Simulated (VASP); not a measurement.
Here is a VASP 6.6.1 calculation.

Contents of INCAR:

```
ALGO = Normal
EDIFF = 1E-6
ENCUT = 520
GGA = PE
ISIF = 2
ISMEAR = 0
ISPIN = 2
LASPH = True
LCHARG = False
LMAXMIX = 4
LORBIT = 11
LREAL = False
LWAVE = False
MAGMOM = 0 1 1 1 1 1 1 1
NBANDS = 44
NELM = 150
PREC = Accurate
SIGMA = 0.1
```

KPOINTS

```
k-points
0
Gamma
  4 4 4
```

POSCAR

```
YF7
1.0
    0.0000000000      3.5080873390      3.5080873390
    3.5080873390      0.0000000000      3.5080873390
    3.5080873390      3.5080873390      0.0000000000
Y F
1 7
Direct
    0.0000000000      0.0000000000      0.0000000000
    0.5000000000      0.5000000000      0.5000000000
    0.0000000000      0.0000000000      0.5000000000
    0.5000000000      0.0000000000      0.5000000000
    0.0000000000      0.5000000000      0.5000000000
    0.5000000000      0.5000000000      0.0000000000
    0.0000000000      0.5000000000      0.0000000000
    0.5000000000      0.0000000000      0.0000000000
```

Potentials or basis: VASP PAW PBE potentials, release 64 (Y_sv, F).

Command:

```sh
$ cat potpaw_PBE.64/Y_sv/POTCAR potpaw_PBE.64/F/POTCAR > POTCAR
$ mpirun -np 1 vasp_std > vasp.out
```

Problem. Predict the net moment.

Solution. -1.46 μB per cell.

Problem. Estimate the pressure.

Solution. -0.6 GPa.

Problem. Estimate the site moments.

Solution. Y +0.01; F -0.84, -0.09 μB.

Caveat: the k points lie up to 0.39 Å⁻¹ apart.
